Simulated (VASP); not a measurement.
Input of a VASP 6.6.1 run:

INCAR

```
SYSTEM = Si2GeC3
PREC = Accurate
ENCUT = 520
EDIFF = 1E-6
ISMEAR = 0
SIGMA = 0.1
LREAL = .False.
LASPH = .True.
NELM = 60
ALGO = Normal
ISIF = 2
LWAVE = .False.
LCHARG = .False.
GGA = PE
NBANDS = 26
```

File KPOINTS:

```
Automatic mesh
0
Gamma
  6 6 2
  0 0 0
```

Contents of POSCAR:

```
Si2GeC3
1.0
    2.8066959965      0.0000000000      0.0000000000
    0.0000000000      2.8066959965      0.0000000000
    0.0000000000      0.0000000000      8.8561930760
Si Ge C
2 1 3
Direct
    0.0000000000      0.0000000000      0.2785917810
    0.0000000000      0.0000000000      0.7214082190
    0.0000000000      0.0000000000      0.0000000000
    0.5000000000      0.5000000000      0.3444107596
    0.5000000000      0.5000000000      0.5000000000
    0.5000000000      0.5000000000      0.6555892404
```

Potentials or basis: VASP PAW PBE potentials, release 64 (Si, Ge_d, C).

Launch:

```sh
$ cat potpaw_PBE.64/Si/POTCAR potpaw_PBE.64/Ge_d/POTCAR potpaw_PBE.64/C/POTCAR > POTCAR
$ mpirun -np 1 vasp_std > vasp.out
```

Question: Estimate the pressure.

Answer: -0.1 GPa.

Question: Estimate the largest force.

Answer: 0.027 eV/Å.

Question: Predict the band gap on the k mesh.

Answer: Zero (band 17 reaches 9.98 eV, above the bottom of band 18 at 5.72 eV).

Forces on the atoms (eV/Å):
```
Si   0.000  0.000 -0.027
Si   0.000  0.000  0.027
Ge   0.000  0.000  0.000
C    0.000  0.000 -0.020
C    0.000  0.000  0.000
C    0.000  0.000  0.020
```

Caveat: the k points lie up to 0.37 Å⁻¹ apart.
